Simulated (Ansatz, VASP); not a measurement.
**Two plane-wave programs on Na4H**

```
Na H
1.0
     7.26651    0.00000    0.00000
    -2.42217    6.85093    0.00000
     0.00000    0.00000   20.96654
Na H
8 2
Direct
  0.25000 0.25000 0.19078
  0.25000 0.75000 0.19078
  0.75000 0.25000 0.19078
  0.75000 0.75000 0.19078
  0.00000 0.00000 0.33227
  0.00000 0.50000 0.33227
  0.50000 0.00000 0.33227
  0.50000 0.50000 0.33227
  0.93676 0.75000 0.45628
  0.06324 0.75000 0.45628
```

Alike in both runs: task single point; functional PBE; k mesh 4 × 4 × 1; occupations gaussian, width 0.1 eV; no spin polarisation.

|  | VASP | Ansatz |
| --- | --- | --- |
| version | VASP 6.6.1 | Ansatz 0.2.0 |
| potentials or method | VASP PAW PBE potentials, release 64 (Na_pv, H), cutoff 520 eV | scalar-relativistic, plane waves, PAW |
| valence electrons in the cell | 58 | 74 |

Ansatz gave:

| Property | Result |
| --- | --- |
| gap on the k mesh at the Fermi level (eV) | none |
| rms of the force components (eV/Å) | 0.860 |
| work function, face that differs most (eV) | 2.77 |

Q: Which values does VASP return?

A: gap on the k mesh at the Fermi level (eV): none; rms of the force components (eV/Å): 0.859; work function, face that differs most (eV): 2.77.

Atom by atom the forces differ by 0.000 eV/Å (rms over components). A gap of «none» marks a metal or a gap that the smearing closes. VASP's potentials hold 58 valence electrons a cell and Ansatz's 74, so a difference there can come from the potentials and not from the codes. Ansatz's warnings: xc potential rough in thin density.
